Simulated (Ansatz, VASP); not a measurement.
One calculation of KNi, two programs

Contents of INCAR:

```
  PREC = Accurate
  ENCUT = 520
  EDIFF = 1E-6
  ISMEAR = -1
  SIGMA = 0.05
  LREAL = False
  LASPH = True
  NELM = 150
  ALGO = Normal
  ISIF = 2
  LWAVE = False
  LCHARG = True
  ISPIN = 2
  MAGMOM = 0 1
  LORBIT = 11
  LMAXMIX = 4
  GGA = PE
  LELF = True
  LVHAR = True
  NBANDS = 20
```

The input KPOINTS:

```
regular mesh
0
Gamma
  9 9 6
```

File POSCAR:

```
KNi
1.0
    1.7347306841     -2.5723789873      0.0000000000
    1.7347306841      2.5723789873      0.0000000000
    0.0000000000      0.0000000000      4.9543735947
K Ni
1 1
Direct
    0.5000000000      0.5000000000      0.5000000000
    0.0000000000      0.0000000000      0.0000000000
```

The input input.yaml:

```yaml
crystal:
  lattice:
    - [1.7347306841, -2.5723789873, 0.0]
    - [1.7347306841, 2.5723789873, 0.0]
    - [0.0, 0.0, 4.9543735947]
  atoms:
    - { symbol: K, position: [0.5, 0.5, 0.5] }
    - { symbol: Ni, position: [0.0, 0.0, 0.0], spin: 1.0 }
kpoints:
  mp_grid: { grid: [9, 9, 6] }
scf:
  occupations: { method: fermi_dirac, width: 0.05 }
hamiltonian:
  xc: pbe
  pseudopotentials: { kind: all_electron, lapw: { basis_error: 0.0005 } }
magnetization:
  spin_polarized: true
output:
  forces: true
  stress: true
  eigenvalues: true
```

Change from the starting cell: volume scaled by 1.06.

Alike in both runs: task single point; functional PBE; k mesh 9 × 9 × 6; occupations fermi-dirac, width 0.05 eV; collinear spin.

|  | VASP | Ansatz |
| --- | --- | --- |
| version | VASP 6.6.1 | Ansatz 0.2.0 |
| potentials or method | VASP PAW PBE potentials, release 64 (K_sv, Ni), cutoff 520 eV | all-electron LAPW, scalar-relativistic |

```csv
,VASP,Ansatz,Ansatz less VASP
gap on the k mesh at the Fermi level (eV),none,none,-
pressure (GPa),0.3,0.1,-0.19
"traceless stress, the component that is largest in VASP (GPa)",-3.09,-3.15,-0.059
net moment per atom (μB),0.05,0.05,+0.005
size of the moment on the site where the two differ most (μB),0.12,0.13,+0.008
```

Site moments also hang on the region over which each program counts them. A gap of «none» marks a metal or a gap that the smearing closes. Ansatz ran all-electron here, and VASP with PAW potentials.
